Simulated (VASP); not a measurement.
# MgCdSe (P4/mmm) in VASP: a series of runs

Runs on MgCdSe. Level: PBE. Tasks: relaxation of cell and atoms.

All numbers are computed with VASP 6.6.1; they aren't measurements. Logs are shortened: lines on timing, memory, paths and dates and some standing lists are left out, and cuts for length are marked.

**1. The cell of the first run**

It takes space group P4/mmm (No. 123, tetragonal). Conventional cell: a = 3.721 Å, b = 3.721 Å, c = 6.354 Å, α = 90.00°, β = 90.00°, γ = 90.00°. Within 3.5 Å of Mg (site symmetry 4/mmm) lie 4 Se at 2.63 Å and 2 Cd at 3.18 Å. Within 4.2 Å of Cd (site symmetry 4/mmm) lie 2 Mg at 3.18 Å and 4 Cd at 3.72 Å and 8 Se at 4.13 Å. Within 3.5 Å of Se (site symmetry 4/mmm) lie 4 Mg at 2.63 Å.

**2. Relaxation of cell and atoms, PBE**

File INCAR:

```
SYSTEM = MgCdSe
ALGO = Normal
EDIFF = 1E-7
EDIFFG = -0.04
ENCUT = 600
GGA = PE
IBRION = 2
ISIF = 3
ISMEAR = 0
LASPH = .TRUE.
LCHARG = .FALSE.
LREAL = .FALSE.
LWAVE = .FALSE.
NELM = 100
NSW = 90
PREC = Accurate
SIGMA = 0.1
```

File KPOINTS:

```
k-points
0
G
  6 6 4
  0 0 0
```

File POSCAR:

```
MgCdSe
1.0
    3.7213033619      0.0000000000      0.0000000000
    0.0000000000      3.7213033619      0.0000000000
    0.0000000000      0.0000000000      6.3541863393
Mg Cd Se
1 1 1
Direct
    0.0000000000      0.0000000000      0.0000000000
    0.0000000000      0.0000000000      0.5000000000
    0.5000000000      0.5000000000      0.0000000000
```

Potentials or basis: VASP PAW PBE potentials, release 64 (Mg, Cd, Se).

Run with:

```bash
cat potpaw_PBE.64/Mg/POTCAR potpaw_PBE.64/Cd/POTCAR potpaw_PBE.64/Se/POTCAR > POTCAR
mpirun -np 1 vasp_std > vasp.out
```

OUTCAR:

```text
SYSTEM = MgCdSe
   EDIFF = 1E-7
   EDIFFG = -0.04
   ENCUT = 600
   GGA = PE
   IBRION = 2
   ISIF = 3
   ISMEAR = 0
   LASPH = .TRUE.
   LREAL = .FALSE.
   NELM = 100
   NSW = 90
   PREC = Accurate

 ion  position               nearest neighbor table
   1  0.000  0.000  0.000-   3 2.63   3 2.63   3 2.63   3 2.63   2 3.18   2 3.18
   2  0.000  0.000  0.500-   1 3.18   1 3.18
   3  0.500  0.500  0.000-   1 2.63   1 2.63   1 2.63   1 2.63

  LATTYP: Found a simple tetragonal cell.
 ALAT       =     3.7213033619
 C/A-ratio  =     1.7075163515

  Lattice vectors:

 A1 = (   3.7213033619,   0.0000000000,   0.0000000000)
 A2 = (   0.0000000000,   3.7213033619,   0.0000000000)
 A3 = (   0.0000000000,   0.0000000000,   6.3541863393)

Analysis of symmetry for initial positions (statically):
=====================================================================
 Subroutine PRICEL returns:
 Original cell was already a primitive cell.

 Routine SETGRP: Setting up the symmetry group for a
 simple tetragonal supercell.

 Subroutine GETGRP returns: Found 16 space group operations
 (whereof 16 operations were pure point group operations)
 out of a pool of 16 trial point group operations.

The static configuration has the point symmetry D_4h.

Analysis of symmetry for dynamics (positions and initial velocities):
=====================================================================
 Subroutine PRICEL returns:
 Original cell was already a primitive cell.

 Routine SETGRP: Setting up the symmetry group for a
 simple tetragonal supercell.

 Subroutine GETGRP returns: Found 16 space group operations
 (whereof 16 operations were pure point group operations)
 out of a pool of 16 trial point group operations.

The dynamic configuration has the point symmetry D_4h.

 Subroutine INISYM returns: Found 16 space group operations
 (whereof 16 operations are pure point group operations),
 and found     1 'primitive' translations

----------------------------------------------------------------------------------------

                                     Primitive cell

  volume of cell :      87.9934

  direct lattice vectors                    reciprocal lattice vectors
     3.721303362  0.000000000  0.000000000     0.268723053  0.000000000  0.000000000
     0.000000000  3.721303362  0.000000000     0.000000000  0.268723053  0.000000000
     0.000000000  0.000000000  6.354186339     0.000000000  0.000000000  0.157376562

  length of vectors
[... 100 lines left out ...]
   EFERMI_NEDOS =   21; number of points for ismear=-14 and -15
   IALGO  =     38    algorithm
   IMIX   =      4    mixing-type and parameters
     AMIX     =   0.40;   BMIX     =  1.00
     AMIX_MAG =   1.60;   BMIX_MAG =  1.00
  volume/ion in A,a.u.               =      29.33       197.94
  Fermi-wavevector in a.u.,A,eV,Ry     =   0.999083  1.887993 13.580878  0.998166
  Thomas-Fermi vector in A             =   2.131349
   LORBIT       =      0    0 simple, 1 ext, 2 COOP (PROOUT), +10 PAW based schemes
   GGA     = PE    functional components
   LHFCALC =     F    Hartree Fock is set to
   AEXX    =    0.0000 exact exchange contribution
   IVDW    =     0    specifies the selected vdW correction
   LEPSILON=     F    determine dielectric tensor
   LRPA    =     F    only Hartree local field effects (RPA)
 conjugate gradient relaxation of ions
 non-spin polarized calculation
 Gauss-broadening in eV      SIGMA  =   0.10
  energy-cutoff  :      600.00
  volume of cell :       87.99
 maximum number of plane-waves:      2977
 NGX is ok and might be reduce to    30
   NGX = 15   NGY = 15   NGZ = 25

--------------------------------------- Ionic step        1  -------------------------------------------

 number of electron      20.0000009 magnetization

 Free energy of the ion-electron system (eV)
  ---------------------------------------------------
  ext. energy  EPLUGINS =         0.00000000
  ---------------------------------------------------
  free energy    TOTEN  =        -7.16560029 eV

  energy without entropy =       -7.16529529  energy(sigma->0) =       -7.16544779

------------------------ aborting loop because EDIFF is reached ----------------------------------------

  FORCE on cell =-STRESS in cart. coord.  units (eV):
  Direction    XX          YY          ZZ          XY          YZ          ZX
  --------------------------------------------------------------------------------------
  -------------------------------------------------------------------------------------
  Total       -0.1418040     -0.1418040      0.1828407      0.0000000      0.0000000     -0.0000000
  in kB       -2.5819561     -2.5819561      3.3291505      0.0000000      0.0000000     -0.0000000
  external PRESSURE =      -0.6115872 kB  Pullay stress =       0.0000000 kB
[... 98 lines left out ...]
--------------------------------------- Ionic step        4  -------------------------------------------

 number of electron      20.0000005 magnetization

 Free energy of the ion-electron system (eV)
  ---------------------------------------------------
  ext. energy  EPLUGINS =         0.00000000
  ---------------------------------------------------
  free energy    TOTEN  =        -7.16718746 eV

  energy without entropy =       -7.16679395  energy(sigma->0) =       -7.16699070

 E-fermi :   1.0973     XC(G=0):  -8.3668

 val. band max:        1.0112949891   @ k =   0.5000   0.5000   0.5000
 cond. band min:       1.1897571413   @ k =   0.0000   0.0000   0.5000
 fundamental gap:      0.1784621522
 Fermi energy:         1.0973310963

 k-point     1 :       0.0000    0.0000    0.0000
  band No.  band energies     occupation
      1     -11.7204      2.00000
      2      -6.9520      2.00000
      3      -6.9350      2.00000
      4      -6.7501      2.00000
      5      -6.7501      2.00000
      6      -6.6441      2.00000
      7      -2.5385      2.00000
      8      -1.9252      2.00000
      9      -0.2262      2.00000
     10      -0.2262      2.00000
     11       3.4988      0.00000
     12       4.4076      0.00000
     13       5.7809      0.00000
     14       8.5355      0.00000
[... 377 lines left out ...]
      1     -11.0984      2.00000
      2      -6.9320      2.00000
      3      -6.8481      2.00000
      4      -6.7406      2.00000
      5      -6.7241      2.00000
      6      -6.7213      2.00000
      7      -4.0011      2.00000
      8      -0.9789      2.00000
      9      -0.9563      2.00000
     10       0.2671      2.00000
     11       3.1217      0.00000
     12       4.1170      0.00000
     13       5.5576      0.00000
     14       6.3486      0.00000

 [... further k-points ...]
[... 5 lines left out ...]
  --------------------------------------------------------------------------------------
  -------------------------------------------------------------------------------------
  Total        0.0451663      0.0451663      0.0852142      0.0000000      0.0000000      0.0000000
  in kB        0.8206813      0.8206813      1.5483609      0.0000000      0.0000000      0.0000000
  external PRESSURE =       1.0632411 kB  Pullay stress =       0.0000000 kB
[... 18 lines left out ...]
  FREE ENERGIE OF THE ION-ELECTRON SYSTEM (eV)
  ---------------------------------------------------
  free  energy   TOTEN  =        -7.1671874571 eV

  energy  without entropy=       -7.1667939519  energy(sigma->0) =       -7.16699070

 reached required accuracy - stopping structural energy minimisation
```

OSZICAR:

```text
N       E                     dE             d eps       ncg     rms          rms(c)
DAV:   1     0.115394510740E+03    0.11539E+03   -0.95477E+03   848   0.134E+03
DAV:   2    -0.138389243509E+01   -0.11678E+03   -0.11222E+03   974   0.277E+02
DAV:   3    -0.782500212538E+01   -0.64411E+01   -0.64102E+01   966   0.645E+01
[... 31 lines left out ...]
DAV:   3    -0.716734808445E+01    0.62689E-03   -0.12523E-03   906   0.286E-01    0.114E-01
DAV:   4    -0.716719738807E+01    0.15070E-03   -0.14248E-04   930   0.921E-02    0.287E-02
DAV:   5    -0.716718708188E+01    0.10306E-04   -0.21384E-05   942   0.377E-02    0.989E-03
DAV:   6    -0.716718739066E+01   -0.30879E-06   -0.20676E-06   954   0.115E-02    0.181E-03
DAV:   7    -0.716718745707E+01   -0.66408E-07   -0.37090E-07   880   0.386E-03
   4 F= -.71671875E+01 E0= -.71669907E+01  d E =-.518970E-03
```

It took 48 s on 1 thread of Intel Xeon 6975P-C (Granite Rapids), shared host; peak memory 0.26 GiB.

Results:

| Quantity | Value |
| --- | --- |
| Free energy | -7.1672 eV |
| Relaxed volume | 29.39 Å³/atom |
| Relaxed cell | a = 3.708 Å, b = 3.708 Å, c = 6.413 Å, α = 90.00°, β = 90.00°, γ = 90.00° |
| Space group after relaxing (to 0.05 Å) | P4/mmm (No. 123) |
| Energy gained by relaxing | 0.5 meV/atom |
| Ionic steps | 4 |
| Pressure after relaxing | 0.1 GPa |
| Band gap on the k mesh | 0.18 eV, indirect (least direct gap 0.24 eV) |

Step by step:
```tsv
step	energy change (eV)	largest force (eV/Å)	pressure (GPa)	volume (Å³)
1	0.0000	0.0000	-0.06	87.99
2	-0.0009	0.0000	0.08	87.85
3	-0.0011	0.0000	0.19	87.74
4	-0.0016	0.0000	0.11	88.18
```

Final structure:
```
CELL_PARAMETERS angstrom
3.70799 0.00000 0.00000
0.00000 3.70799 0.00000
0.00000 0.00000 6.41318
ATOMIC_POSITIONS crystal
Mg 0.00000 0.00000 0.00000
Cd 0.00000 0.00000 0.50000
Se 0.50000 0.50000 0.00000
```

Levels at points of the mesh, in eV from the valence-band top:
```
           k point  band 6  band 7  band 8  band 9  band 10  band 11  band 12  band 13  band 14
(0.00, 0.00, 0.00)   -7.66   -3.55   -2.94   -1.24    -1.24     2.49     3.40     4.77     7.52
(0.50, 0.00, 0.00)   -7.74   -5.07   -1.54   -1.15    -0.74     0.85     1.06     5.08     6.24
(0.50, 0.50, 0.00)   -7.56   -3.89   -3.89   -0.80    -0.76     2.78     2.78     2.86     2.90
(0.00, 0.00, 0.50)   -7.66   -4.46   -1.22   -1.22    -0.61     0.18     4.54     4.79     6.81
(0.50, 0.00, 0.50)   -7.73   -5.01   -1.99   -1.97    -0.74     2.11     3.11     4.55     5.34
(0.50, 0.50, 0.50)   -7.56   -3.83   -3.83   -0.85     0.00     0.24     2.03     2.03     7.10
```

**3. Relaxation of cell and atoms, PBE**

File INCAR:

```
PREC = Accurate
ENCUT = 600
EDIFF = 1E-6
ISMEAR = 0
SIGMA = 0.01
LREAL = F
LASPH = T
NELM = 60
ALGO = Normal
ISIF = 3
LWAVE = F
LCHARG = F
GGA = PE
IBRION = 2
NSW = 100
EDIFFG = -0.01
```

File KPOINTS:

```
regular mesh
0
Gamma
  10 10 6
```

POSCAR is that of step 2.

Potentials or basis: VASP PAW PBE potentials, release 64 (Mg, Cd, Se).

Run with:

```bash
cat potpaw_PBE.64/Mg/POTCAR potpaw_PBE.64/Cd/POTCAR potpaw_PBE.64/Se/POTCAR > POTCAR
mpirun -np 1 vasp_std > vasp.out
```

It took 2.1 min on 1 thread of Intel Xeon 6975P-C (Granite Rapids), shared host; peak memory 0.35 GiB.

Results (log left out):

```yaml
Free_energy: -7.1755 eV
Relaxed_volume: 29.56 Å³/atom
Relaxed_cell: a = 3.710 Å, b = 3.710 Å, c = 6.443 Å, α = 90.00°, β = 90.00°, γ = 90.00°
Space_group_after_relaxing_to_0.05_Å: P4/mmm (No. 123)
Energy_gained_by_relaxing: 0.5 meV/atom
Ionic_steps: 5
Pressure_after_relaxing: 0.0 GPa
Band_gap_on_the_k_mesh: 0.17 eV, indirect (least direct gap 0.24 eV)
```

Step by step:
| step | energy change (eV) | largest force (eV/Å) | pressure (GPa) | volume (Å³) |
| --- | --- | --- | --- | --- |
| 1 | 0.0000 | 0.0000 | -0.09 | 87.99 |
| 2 | -0.0007 | 0.0000 | 0.07 | 87.78 |
| 3 | -0.0008 | 0.0000 | 0.16 | 87.68 |
| 4 | -0.0012 | 0.0000 | 0.10 | 88.00 |
| 5 | -0.0015 | 0.0000 | -0.01 | 88.67 |

Final structure:
```cif
data_structure
_symmetry_space_group_name_H-M 'P 1'
_symmetry_Int_Tables_number 1
_cell_length_a 3.7099
_cell_length_b 3.7099
_cell_length_c 6.4427
_cell_angle_alpha 90.000
_cell_angle_beta 90.000
_cell_angle_gamma 90.000
_cell_volume 88.67
loop_
_atom_site_label
_atom_site_type_symbol
_atom_site_fract_x
_atom_site_fract_y
_atom_site_fract_z
_atom_site_occupancy
Mg1 Mg 0.00000 0.00000 0.00000 1
Cd1 Cd 0.00000 0.00000 0.50000 1
Se1 Se 0.50000 0.50000 0.00000 1
```

Levels at points of the mesh, in eV from the valence-band top:
```csv
k point,band 7,band 8,band 9,band 10,band 11,band 12,band 13,band 14
"(0.00, 0.00, 0.00)",-3.55,-2.94,-1.25,-1.25,2.45,3.36,4.76,7.51
"(0.50, 0.00, 0.00)",-5.08,-1.55,-1.17,-0.76,0.84,1.06,5.06,6.24
"(0.50, 0.50, 0.00)",-3.90,-3.90,-0.82,-0.75,2.77,2.77,2.81,2.90
"(0.00, 0.00, 0.50)",-4.45,-1.23,-1.23,-0.65,0.17,4.50,4.78,6.81
"(0.50, 0.00, 0.50)",-5.02,-1.99,-1.96,-0.76,2.08,3.09,4.52,5.27
"(0.50, 0.50, 0.50)",-3.84,-3.84,-0.86,0.00,0.24,2.03,2.03,7.04
```
